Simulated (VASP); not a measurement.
# HgTe in VASP: notebook

Aim: see how the results for HgTe move with the level of theory and the settings. Levels: r2SCAN, HSE06. Tasks: single point.

All numbers are computed with VASP 6.6.1; they aren't measurements. Logs are shortened: lines on timing, memory, paths and dates and some standing lists are left out, and cuts for length are marked.

**1. The cell of the first run**

Symmetry: Imm2, No. 44, orthorhombic system. The conventional cell has a = 4.533 Å, b = 4.770 Å, c = 6.578 Å, α = 90.00°, β = 90.00°, γ = 90.00°. Hg (site symmetry mm2) has 4 Te at 2.84 to 2.86 Å within 3.7 Å. Te (site symmetry mm2) has 4 Hg at 2.84 to 2.86 Å within 3.7 Å.

**2. Single point, r2SCAN (shear xy strain +5.1%)**

The input, POSCAR:

```
HgTe
1.0
    0.0840379840      3.2891578872      3.2891578872
    3.2891578872      0.0840379840      3.2891578872
    3.3731958712      3.3731958712      0.0000000000
Hg Te
1 1
Direct
    0.0053906256      0.0053906256     -0.0053906256
    0.2446093744      0.2446093744      0.2553906256
```

The input, INCAR.step1:

```
SYSTEM = HgTe
ALGO = Normal ; EDIFF = 1E-4
ENCUT = 520 ; GGA = PE
ISMEAR = -1 ; LASPH = .True.
LCHARG = .False. ; LREAL = .False.
LWAVE = .True. ; NBANDS = 16
NELM = 80 ; PREC = Accurate
SIGMA = 0.02
```

The input, INCAR.step2:

```
SYSTEM = HgTe
ALGO = Normal ; EDIFF = 1E-6
ENCUT = 520 ; ISIF = 2
ISMEAR = -1 ; ISTART = 1
LASPH = .True. ; LCHARG = .False.
LMIXTAU = .True. ; LREAL = .False.
LWAVE = .False. ; METAGGA = R2SCAN
NBANDS = 16 ; NELM = 80
PREC = Accurate ; SIGMA = 0.02
```

The input, KPOINTS:

```
k-points
0
Gamma
  6 6 6
  0 0 0
```

Potentials or basis: VASP PAW PBE potentials, release 64 (Hg, Te).

Run with:

```bash
$ cat potpaw_PBE.64/Hg/POTCAR potpaw_PBE.64/Te/POTCAR > POTCAR
$ cp INCAR.step1 INCAR
$ mpirun -np 1 vasp_std > vasp.out
$ cp INCAR.step2 INCAR
$ mpirun -np 1 vasp_std > vasp.out
```

OUTCAR:

```text
SYSTEM = HgTe
   EDIFF = 1E-6
   ENCUT = 520
   ISIF = 2
   ISMEAR = -1
   ISTART = 1
   LASPH = .True.
   LREAL = .False.
   METAGGA = R2SCAN
   NELM = 80
   PREC = Accurate

 ion  position               nearest neighbor table
   1  0.005  0.005  0.995-   2 2.84   2 2.84   2 2.86   2 2.86
   2  0.245  0.245  0.255-   1 2.84   1 2.84   1 2.86   1 2.86

  LATTYP: Found a body centered orthorhombic cell.
 ALAT       =     4.5327240361
 B/A-ratio  =     1.0524398378
 C/A-ratio  =     1.4512941273

  Lattice vectors:

 A1 = (   3.2891578872,   0.0840379840,  -3.2891578872)
 A2 = (  -3.2891578872,  -0.0840379840,  -3.2891578872)
 A3 = (   0.0840379840,   3.2891578872,   3.2891578872)

Analysis of symmetry for initial positions (statically):
=====================================================================
 Subroutine PRICEL returns:
 Original cell was already a primitive cell.

 Routine SETGRP: Setting up the symmetry group for a
 body centered orthorhombic supercell.

 Subroutine GETGRP returns: Found  4 space group operations
 (whereof  4 operations were pure point group operations)
 out of a pool of  8 trial point group operations.

The static configuration has the point symmetry C_2v.

Analysis of symmetry for dynamics (positions and initial velocities):
=====================================================================
 Subroutine PRICEL returns:
 Original cell was already a primitive cell.

 Routine SETGRP: Setting up the symmetry group for a
 body centered orthorhombic supercell.

 Subroutine GETGRP returns: Found  4 space group operations
 (whereof  4 operations were pure point group operations)
 out of a pool of  8 trial point group operations.

The dynamic configuration has the point symmetry C_2v.

 Subroutine INISYM returns: Found  4 space group operations
 (whereof  4 operations are pure point group operations),
 and found     1 'primitive' translations

----------------------------------------------------------------------------------------

                                     Primitive cell

  volume of cell :      71.1214

  direct lattice vectors                    reciprocal lattice vectors
     0.084037984  3.289157887  3.289157887    -0.156000404  0.156000404  0.152014594
     3.289157887  0.084037984  3.289157887     0.156000404 -0.156000404  0.152014594
[... 81 lines left out ...]
   LSORBIT =      F    spin-orbit coupling
   LASPH  =      T    aspherical Exc in radial PAW
   ENCUT  =  520.0 eV  38.22 Ry    6.18 a.u.   8.65  8.65  8.87*2*pi/ulx,y,z
   NELM   =     80;   NELMIN=  2; NELMDL=  0     # of ELM steps
   EDIFF  = 0.1E-05   stopping-criterion for ELM
   LREAL  =      F    real-space projection
   EDIFFG = 0.1E-04   stopping-criterion for IOM
   NSW    =      0    number of steps for IOM
   IBRION =     -1    ionic relax: 0-MD 1-quasi-New 2-CG
   NFREE  =      0    steps in history (QN), initial steepest desc. (CG)
   ISIF   =      2    stress and relaxation
   ISYM   =      2    0-nonsym 1-usesym 2-fastsym
   POTIM  = 0.5000    time-step for ionic-motion
   TEBEG  =    0.0;   TEEND  =   0.0 temperature during run
   PSTRESS=    0.0 pullay stress
   NELECT =      18.0000    total number of electrons
   NUPDOWN=      -1.0000    fix difference up-down
   EMIN   =  10.00;   EMAX   =-10.00  energy-range for DOS
   EFERMI =   0.00;   METHOD = LEGACY
   ISMEAR =    -1;   SIGMA  =   0.02  broadening in eV -4-tet -1-fermi 0-gaus
   EFERMI_NEDOS =   21; number of points for ismear=-14 and -15
   IALGO  =     38    algorithm
   IMIX   =      4    mixing-type and parameters
     AMIX     =   0.40;   BMIX     =  1.00
     AMIX_MAG =   1.60;   BMIX_MAG =  1.00
  volume/ion in A,a.u.               =      35.56       239.98
  Fermi-wavevector in a.u.,A,eV,Ry     =   1.035537  1.956881 14.590020  1.072336
  Thomas-Fermi vector in A             =   2.169885
   LORBIT       =      0    0 simple, 1 ext, 2 COOP (PROOUT), +10 PAW based schemes
   METAGGA = R2SCAN    functional components
   LHFCALC =     F    Hartree Fock is set to
   AEXX    =    0.0000 exact exchange contribution
   IVDW    =     0    specifies the selected vdW correction
   LEPSILON=     F    determine dielectric tensor
   LRPA    =     F    only Hartree local field effects (RPA)
 non-spin polarized calculation
  energy-cutoff  :      520.00
  volume of cell :       71.12
 maximum number of plane-waves:      1935
 NGX is ok and might be reduce to    36
   NGX = 17   NGY = 17   NGZ = 17

 number of electron      18.0000001 magnetization

 Free energy of the ion-electron system (eV)
  ---------------------------------------------------
  ext. energy  EPLUGINS =         0.00000000
  ---------------------------------------------------
  free energy    TOTEN  =       -75.14292436 eV

  energy without entropy =      -75.14282275  energy(sigma->0) =      -75.14287355

 E-fermi :   2.3863     XC(G=0):  -9.0686

 val. band max:        2.3366027114   @ k =   0.0000   0.0000   0.0000
 cond. band min:       2.4357786704   @ k =   0.0000   0.0000   0.0000
 fundamental gap:      0.0991759590
 Fermi energy:         2.3862510113

 k-point     1 :       0.0000    0.0000    0.0000
  band No.  band energies     occupation
      1      -9.6965      2.00000
      2      -5.0274      2.00000
      3      -5.0130      2.00000
      4      -4.9936      2.00000
      5      -4.5094      2.00000
      6      -4.5059      2.00000
[... 433 lines left out ...]
      3      -4.7466      2.00000
      4      -4.6783      2.00000
      5      -4.4632      2.00000
      6      -4.1867      2.00000
[... 8 lines left out ...]
     15      13.2763      0.00000
     16      14.0804      0.00000

 [... further k-points ...]

------------------------ aborting loop because EDIFF is reached ----------------------------------------

  FORCE on cell =-STRESS in cart. coord.  units (eV):
  Direction    XX          YY          ZZ          XY          YZ          ZX
  --------------------------------------------------------------------------------------
  -------------------------------------------------------------------------------------
  Total        0.0014875      0.0014875      0.0104781     -0.4532873      0.0000000      0.0000000
  in kB        0.0335104      0.0335104      0.2360439    -10.2113595      0.0000000      0.0000000
  external PRESSURE =       0.1010215 kB  Pullay stress =       0.0000000 kB

 VOLUME and BASIS-vectors are now :
 -----------------------------------------------------------------------------
  energy-cutoff  :      520.00
  volume of cell :       71.12
      direct lattice vectors                 reciprocal lattice vectors
     0.084037984  3.289157887  3.289157887    -0.156000404  0.156000404  0.152014594
     3.289157887  0.084037984  3.289157887     0.156000404 -0.156000404  0.152014594
     3.373195871  3.373195871  0.000000000     0.148227384  0.148227384 -0.152014594

 POSITION                                       TOTAL-FORCE (eV/Angst)
 -----------------------------------------------------------------------------------
      3.37320      3.37320      0.03546         0.000000      0.000000      0.004491
      1.68660      1.68660      1.60912        -0.000000     -0.000000     -0.004491
 -----------------------------------------------------------------------------------
    total drift:                                0.000000      0.000000     -0.000638

  FREE ENERGIE OF THE ION-ELECTRON SYSTEM (eV)
  ---------------------------------------------------
  free  energy   TOTEN  =       -75.1429243573 eV

  energy  without entropy=      -75.1428227482  energy(sigma->0) =      -75.14287355
```

Run time: 2.8 min. Hardware: 1 thread of Intel Xeon 8259CL, shared host; peak memory 0.25 GiB.

Results:

- Free energy: -75.1429 eV
- Pressure: 0.0 GPa
- Largest force: 0.004 eV/Å
- Band gap on the k mesh: 0.10 eV

Forces on the atoms (eV/Å):
```
Hg   0.000  0.000  0.004
Te   0.000  0.000 -0.004
```

Caveat: the cell differs from its parent crystal (shear xy strain +5.1%); the PAW data sets were made with another functional, which shifts forces and pressure a little; spin-orbit coupling is left out, which moves the levels of the heavy elements.

**3. Single point, HSE06 (strain +5.0%)**

The input, POSCAR:

```
HgTe
1.0
    0.0000000000      3.4519712026      3.4519712026
    3.4519712026      0.0000000000      3.4519712026
    3.4519712026      3.4519712026      0.0000000000
Hg Te
1 1
Direct
    0.0000000000      0.0000000000      0.0000000000
    0.2500000000      0.2500000000      0.2500000000
```

The input, INCAR.step1:

```
PREC = Accurate
ENCUT = 520
EDIFF = 1E-5
ISMEAR = -1
SIGMA = 0.02
LREAL = F
LASPH = T
NELM = 80
ALGO = Normal
ISIF = 2
LWAVE = T
LCHARG = F
NBANDS = 16
GGA = PE
```

The input, INCAR.step2:

```
PREC = Accurate
ENCUT = 520
EDIFF = 1E-7
ISMEAR = -1
SIGMA = 0.02
LREAL = F
LASPH = T
NELM = 80
ALGO = Normal
ISIF = 2
LWAVE = F
LCHARG = F
GGA = PE
LHFCALC = T
HFSCREEN = 0.2079
PRECFOCK = Normal
NBANDS = 16
ISTART = 1
```

The input, KPOINTS:

```
regular mesh
0
Gamma
  4 4 4
```

Potentials or basis: VASP PAW PBE potentials, release 64 (Hg, Te).

Run with:

```bash
$ cat potpaw_PBE.64/Hg/POTCAR potpaw_PBE.64/Te/POTCAR > POTCAR
$ cp INCAR.step1 INCAR
$ mpirun -np 1 vasp_std > vasp.out
$ cp INCAR.step2 INCAR
$ mpirun -np 1 vasp_std > vasp.out
```

It took 24 min on 1 thread of Intel Xeon 8259CL, shared host; peak memory 0.33 GiB.

Results (log left out):

```yaml
Free_energy: -4.5142 eV
Pressure: -4.0 GPa
Band_gap_on_the_k_mesh: zero (filled and empty bands touch)
```

Levels at points of the mesh, in eV from the Fermi level:
| k point | band 6 | band 7 | band 8 | band 9 | band 10 | band 11 | band 12 | band 13 |
| --- | --- | --- | --- | --- | --- | --- | --- | --- |
| (0.00, 0.00, 0.00) | -7.24 | -0.64 | -0.01 | -0.01 | -0.01 | 5.25 | 5.25 | 5.25 |
| (0.50, 0.00, 0.00) | -7.02 | -4.65 | -0.73 | -0.73 | 1.27 | 5.93 | 5.93 | 7.37 |
| (0.50, 0.50, 0.00) | -6.92 | -4.78 | -1.69 | -1.69 | 2.51 | 3.52 | 8.48 | 9.11 |

Caveat: the k points lie up to 0.39 Å⁻¹ apart; the cell differs from its parent crystal (strain +5.0%); the PAW data sets were made with another functional, which shifts forces and pressure a little; spin-orbit coupling is left out, which moves the levels of the heavy elements.

**4. Single point, HSE06 (strain along [111] -2.1%)**

The input, POSCAR:

```
HgTe
1.0
   -0.0471445964      3.2420132908      3.2420132908
    3.2420132908     -0.0471445964      3.2420132908
    3.2420132908      3.2420132908     -0.0471445964
Hg Te
1 1
Direct
   -0.0016857193     -0.0016857193     -0.0016857193
    0.2516857193      0.2516857193      0.2516857193
```

The input, INCAR.step1:

```
SYSTEM = HgTe
PREC = Accurate
ENCUT = 520
EDIFF = 1E-5
ISMEAR = -1
SIGMA = 0.02
LREAL = .False.
LASPH = .True.
NELM = 60
ALGO = Normal
ISIF = 2
LWAVE = .True.
LCHARG = .False.
NBANDS = 16
GGA = PE
```

The input, INCAR.step2:

```
SYSTEM = HgTe
PREC = Accurate
ENCUT = 520
EDIFF = 1E-6
ISMEAR = -1
SIGMA = 0.02
LREAL = .False.
LASPH = .True.
NELM = 60
ALGO = Normal
ISIF = 2
LWAVE = .False.
LCHARG = .False.
GGA = PE
LHFCALC = .True.
HFSCREEN = 0.2079
PRECFOCK = Normal
NBANDS = 16
ISTART = 1
```

The input, KPOINTS:

```
regular mesh
0
Gamma
  4 4 4
  0 0 0
```

Run with:

```bash
$ cat potpaw_PBE.64/Hg/POTCAR potpaw_PBE.64/Te/POTCAR > POTCAR
$ cp INCAR.step1 INCAR
$ mpirun -np 1 vasp_std > vasp.out
$ cp INCAR.step2 INCAR
$ mpirun -np 1 vasp_std > vasp.out
```

It took 29 min on 1 thread of Intel Xeon 8259CL, shared host; peak memory 0.33 GiB.

Results (log left out):

| Quantity | Value |
| --- | --- |
| Free energy | -4.6616 eV |
| Pressure | 1.0 GPa |
| Largest force | 0.015 eV/Å |
| Band gap on the k mesh | 0.15 eV |

Forces in eV/Å, atoms in the order of the input:
```
Hg   0.009  0.009  0.009
Te  -0.009 -0.009 -0.009
```

Stress tensor (GPa, compression positive):
```
0.98 0.16 0.16
0.16 0.98 0.16
0.16 0.16 0.98
```

Levels at points of the mesh, in eV from the valence-band top:
| k point | band 6 | band 7 | band 8 | band 9 | band 10 | band 11 | band 12 | band 13 |
| --- | --- | --- | --- | --- | --- | --- | --- | --- |
| (0.00, 0.00, 0.00) | -7.74 | -0.17 | 0.00 | 0.00 | 0.15 | 5.03 | 5.03 | 5.23 |
| (0.50, 0.00, 0.00) | -7.41 | -5.65 | -1.00 | -0.89 | 1.47 | 5.92 | 5.94 | 7.76 |
| (0.50, 0.50, 0.00) | -7.25 | -5.63 | -2.34 | -2.21 | 2.62 | 3.22 | 9.14 | 9.94 |
| (0.50, 0.50, 0.50) | -7.37 | -5.56 | -1.02 | -1.02 | 1.22 | 5.80 | 5.80 | 7.70 |

Caveat: the cell differs from its parent crystal (strain along [111] -2.1%); the PAW data sets were made with another functional, which shifts forces and pressure a little; spin-orbit coupling is left out, which moves the levels of the heavy elements.

**5. Overview**

```tsv
level	cell	k mesh	grid for exact exchange (PRECFOCK)	share of exact exchange	screening parameter	gap on the mesh (eV)	pressure (GPa)
r2SCAN	a = 4.652, b = 4.652, c = 4.770 Å, angles 59.2, 59.2, 58.3°, 2 atoms, shear xy strain +5.1%	6 × 6 × 6	-	-	-	0.10	0.0
HSE06	a = 4.882 Å, angles 60.0°, 2 atoms, strain +5.0%	4 × 4 × 4	Normal	0.25	0.2079 1/Å	none	-4.0
HSE06	a = 4.585 Å, angles 61.0°, 2 atoms, strain along [111] -2.1%	4 × 4 × 4	Normal	0.25	0.2079 1/Å	0.15	1.0
```

Alike in all rows: task single point; potentials or basis VASP PAW PBE potentials, release 64 (Hg, Te); no spin polarisation; cutoff (eV) 520; smearing fermi-dirac 0.02 eV.

Caveats: some runs use coarse meshes; the PAW data sets were made with another functional, which shifts forces and pressure a little; spin-orbit coupling is left out, which moves the levels of the heavy elements.

Total energies depend on the potentials used, so only differences within one code and one set of settings carry meaning.

The gap in the log of VASP goes by the Fermi energy; the results here count the filled bands.